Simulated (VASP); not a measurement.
Crystal: Si2Ni.

```
CELL_PARAMETERS angstrom
0.00000 2.72373 2.72373
2.72373 0.00000 2.72373
2.72373 2.72373 0.00000
ATOMIC_POSITIONS crystal
Ni 0.00000 0.00000 0.00000
Si 0.75000 0.75000 0.75000
Si 0.25000 0.25000 0.25000
```

Base run:

- Program: VASP 6.6.1
- Functional: PBE
- Potentials or basis: VASP PAW PBE potentials, release 64 (Ni, Si)
- Cutoff: 520 eV
- k mesh: 9 × 9 × 9
- Occupations: fermi-dirac, width 0.05 eV
- Spin: collinear spin, ferromagnetic start
- Starting moments: [1.0, 0.0, 0.0] μB
- Hubbard terms: Ni d U = 5.0 eV

Its results: band gap on the k mesh zero (filled and empty bands overlap); pressure -4.3 GPa; net moment 0.00 μB per cell.

Question: The run is repeated on the same cell with these changes: potentials or basis from VASP PAW PBE potentials, release 64 (Ni, Si) to VASP PAW PBE potentials, release 64 (Ni_sv_GW, Si); cutoff from 520 eV to 590 eV; further incar settings from ALGO = Normal; EDIFF = 1e-06; NBANDS = 20 to ALGO = Normal; EDIFF = 1e-06; NBANDS = 24; valence electrons from 18 to 26. What comes out?

Answer: Band gap on the k mesh zero (filled and empty bands overlap); pressure -1.7 GPa; net moment 0.00 μB per cell.

Caveats: the U is typed as a test and isn't derived for this compound.
